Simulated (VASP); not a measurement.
Crystal: Al2Ge3B3N.

```
Al Ge B N
1.0
     4.53750    0.00000    0.00000
     0.00000    4.53750    0.00000
     0.00000    0.00000    5.73224
Al Ge B N
2 3 3 1
Direct
  0.00000 0.00000 0.81853
  0.00000 0.00000 0.18147
  0.00000 0.50000 0.50000
  0.50000 0.00000 0.50000
  0.50000 0.50000 0.00000
  0.00000 0.50000 0.00000
  0.50000 0.00000 0.00000
  0.00000 0.00000 0.50000
  0.50000 0.50000 0.50000
```

```yaml
Program: VASP 6.6.1
Task: relaxation of cell and atoms
Functional: PBE
Potentials_or_basis: VASP PAW PBE potentials, release 64 (Al, Ge_d, B, N)
Cutoff: 600 eV
k_mesh: 4 × 4 × 4
Occupations: gaussian, width 0.1 eV
Spin: no spin polarisation
```

At the start: pressure 3.2 GPa; volume 13.11 Å³/atom.

Where does the relaxation end?

Over 8 steps the energy falls by 215.7 meV/atom and the volume is 13.45 Å³/atom (+2.5 %); space group P4/mmm (No. 123, to 0.05 Å).

Step by step:
```
step  energy change (eV)  largest force (eV/Å)  pressure (GPa)  volume (Å³)
   1              0.0000                0.3460            3.22       118.02
   2             -1.8503                0.1091           -0.75       121.50
   3             -1.9180                0.2704           -1.01       121.93
   4             -1.8566                0.6042            0.33       122.59
   5             -1.9298                0.3870           -1.09       122.11
   6             -1.9307                0.4145           -1.04       122.16
   7             -1.9391                0.1474            0.45       120.55
   8             -1.9411                0.0233            0.09       121.02
```

Final structure:
```xyz
9
Lattice="4.2662 0.0000 0.0000 0.0000 4.2662 0.0000 0.0000 0.0000 6.6494" Properties=species:S:1:pos:R:3 pbc="T T T"
Al    4.2662    0.0000    5.4329
Al    0.0000    0.0000    1.2164
Ge    0.0000    2.1331    3.3247
Ge    2.1331    0.0000    3.3247
Ge    2.1331    2.1331    0.0000
B     0.0000    2.1331    0.0000
B     2.1331    0.0000    0.0000
B     0.0000    0.0000    3.3247
N     2.1331    2.1331    3.3247
```
